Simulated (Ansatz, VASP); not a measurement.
BaTiO3 in VASP and in Ansatz

```xyz
5
Lattice="2.8194 1.6424 2.2964 -2.8266 1.6079 2.3294 -0.0334 -3.2906 2.3413" Properties=species:S:1:pos:R:3 pbc="T T T"
Ba   -0.0358   -0.0883    0.1235
Ti    0.0256   -0.0630    3.5827
O    -0.0130   -1.6306    4.4847
O    -1.4118    0.8068    4.4534
O     1.4501    0.8479    4.6663
```

Change from the starting cell: all atoms moved at random (sigma 0.07 Å), cell strained at random (1 %).

Alike in both runs: task single point; functional PBEsol; k mesh 6 × 6 × 6; occupations gaussian, width 0.02 eV; no spin polarisation.

|  | VASP | Ansatz |
| --- | --- | --- |
| version | VASP 6.6.1 | Ansatz 0.2.0 |
| potentials or method | VASP PAW PBE potentials, release 64 (Ba_sv, Ti_sv, O), cutoff 520 eV | scalar-relativistic, plane waves, PAW |
| valence electrons in the cell | 40 | 40 |

Ansatz gave:

* gap on the k mesh at the Fermi level (eV): 2.15
* least direct gap on the mesh (eV): 2.48
* pressure (GPa): -0.2
* traceless stress, the component that is largest in VASP (GPa): -1.78
* rms of the force components (eV/Å): 0.614

Q: Which values does VASP return?

A: gap on the k mesh at the Fermi level (eV): 2.09; least direct gap on the mesh (eV): 2.46; pressure (GPa): 1.8; traceless stress, the component that is largest in VASP (GPa): -1.89; rms of the force components (eV/Å): 0.641.

VASP's potentials were made for PBE, not for PBEsol. Atom by atom the forces differ by 0.060 eV/Å (rms over components).

Spin-orbit coupling is off throughout.
